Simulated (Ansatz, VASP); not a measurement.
ZnS in VASP and in Ansatz

INCAR

```
SYSTEM = ZnS
PREC     = Accurate       ! precision mode
ENCUT    = 520            ! plane-wave cutoff, eV
EDIFF    = 1E-6           ! SCF threshold, eV
ISMEAR   = 0              ! smearing method
SIGMA    = 0.05           ! smearing width, eV
LREAL    = .False.        ! projectors in reciprocal space
LASPH    = .True.         ! aspherical terms in the spheres
NELM     = 100            ! most SCF steps
ALGO     = Normal         ! electronic algorithm
ISIF     = 2              ! what is computed and relaxed
LWAVE    = .False.        ! write WAVECAR
LCHARG   = .True.         ! write CHGCAR
GGA      = PS             ! functional
LELF     = .True.         ! ELF
LVHAR    = .True.       
NBANDS   = 66             ! bands
```

Contents of KPOINTS:

```
Automatic mesh
0
Gamma
  9 9 2
  0 0 0
```

File POSCAR:

```
ZnS
1.0
    3.6893491457      0.0000000000      0.0000000000
   -1.8446745728      3.1950700836      0.0000000000
    0.0000000000      0.0000000000     19.5528126025
Zn S
6 6
Direct
    0.0000000000      0.0000000000      0.0000277175
    0.0000000000      0.0000000000      0.5000277175
    0.3333333333      0.6666666667      0.1568457412
    0.6666666667      0.3333333333      0.6568457412
    0.6666666667      0.3333333333      0.3332753580
    0.3333333333      0.6666666667      0.8332753580
    0.0000000000      0.0000000000      0.1251125986
    0.0000000000      0.0000000000      0.6251125986
    0.3333333333      0.6666666667      0.2916367831
    0.6666666667      0.3333333333      0.7916367831
    0.6666666667      0.3333333333      0.4581259436
    0.3333333333      0.6666666667      0.9581259436
```

Input for Ansatz:

```yaml
crystal:
  lattice:
    - [3.6893491457, 0.0, 0.0]
    - [-1.8446745728, 3.1950700836, 0.0]
    - [0.0, 0.0, 19.5528126025]
  atoms:
    - { symbol: Zn, position: [0.0, 0.0, 2.77175e-05] }
    - { symbol: Zn, position: [0.0, 0.0, 0.5000277175] }
    - { symbol: Zn, position: [0.3333333333, 0.6666666667, 0.1568457412] }
    - { symbol: Zn, position: [0.6666666667, 0.3333333333, 0.6568457412] }
    - { symbol: Zn, position: [0.6666666667, 0.3333333333, 0.333275358] }
    - { symbol: Zn, position: [0.3333333333, 0.6666666667, 0.833275358] }
    - { symbol: S, position: [0.0, 0.0, 0.1251125986] }
    - { symbol: S, position: [0.0, 0.0, 0.6251125986] }
    - { symbol: S, position: [0.3333333333, 0.6666666667, 0.2916367831] }
    - { symbol: S, position: [0.6666666667, 0.3333333333, 0.7916367831] }
    - { symbol: S, position: [0.6666666667, 0.3333333333, 0.4581259436] }
    - { symbol: S, position: [0.3333333333, 0.6666666667, 0.9581259436] }
basis:
  ecutwfc: 520.0
kpoints:
  mp_grid: { grid: [9, 9, 2] }
hamiltonian:
  xc: pbesol
scf:
  occupations: { method: gaussian, width: 0.05 }
output:
  forces: true
  stress: true
  eigenvalues: true
```

Alike in both runs: task single point; functional PBEsol; k mesh 9 × 9 × 2; occupations gaussian, width 0.05 eV; no spin polarisation.

|  | VASP | Ansatz |
| --- | --- | --- |
| version | VASP 6.6.1 | Ansatz 0.2.0 |
| potentials or method | VASP PAW PBE potentials, release 64 (Zn, S), cutoff 520 eV | scalar-relativistic, plane waves, PAW |
| valence electrons in the cell | 108 | 108 |

VASP gave:

```
gap on the k mesh at the Fermi level (eV)                     : 1.79
least direct gap on the mesh (eV)                             : 1.79
pressure (GPa)                                                : 2.0
traceless stress, the component that is largest in VASP (GPa) : -7.71
rms of the force components (eV/Å)                            : 0.402
```

Question: What did Ansatz give for the same quantities?

Answer: gap on the k mesh at the Fermi level (eV): 1.79; least direct gap on the mesh (eV): 1.79; pressure (GPa): 1.8; traceless stress, the component that is largest in VASP (GPa): -7.66; rms of the force components (eV/Å): 0.398.

VASP's potentials were made for PBE, not for PBEsol. Atom by atom the forces differ by 0.005 eV/Å (rms over components).
